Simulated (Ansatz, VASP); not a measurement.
One calculation of Mg2FeH6, two programs

```
Mg Fe H
1.0
     0.00000    3.20102    3.20102
     3.20102    0.00000    3.20102
     3.20102    3.20102    0.00000
Mg Fe H
2 1 6
Direct
  0.25000 0.25000 0.25000
  0.75000 0.75000 0.75000
  0.00000 0.00000 0.00000
  0.75836 0.24164 0.24164
  0.24164 0.75836 0.24164
  0.24164 0.75836 0.75836
  0.75836 0.24164 0.75836
  0.24164 0.24164 0.75836
  0.75836 0.75836 0.24164
```

Alike in both runs: functional LDA; k mesh 8 × 8 × 8; occupations gaussian, width 0.02 eV; no spin polarisation.

Ansatz relaxed the structure, and its values are those at the end. VASP's run is a single point on that final structure, the one shown.

```csv
,VASP,Ansatz
version,VASP 6.6.1,Ansatz 0.2.0
potentials or method,"VASP PAW LDA potentials, release 64 (Mg, Fe, H), cutoff 520 eV","scalar-relativistic, plane waves, PAW"
valence electrons in the cell,18,42
```

VASP gave:

* gap on the k mesh at the Fermi level (eV): 1.73
* least direct gap on the mesh (eV): 1.73
* pressure (GPa): -5.2
* rms of the force components (eV/Å): 0.017

Estimate Ansatz's values.

gap on the k mesh at the Fermi level (eV): 1.75; least direct gap on the mesh (eV): 1.75; pressure (GPa): -4.6; rms of the force components (eV/Å): 0.000.

LDA's correlation is that of Perdew and Zunger in VASP and of Perdew and Wang (1992) in Ansatz. VASP's potentials hold 18 valence electrons a cell and Ansatz's 42, so a difference there can come from the potentials and not from the codes. Ansatz's warnings: stress scf threshold loose.
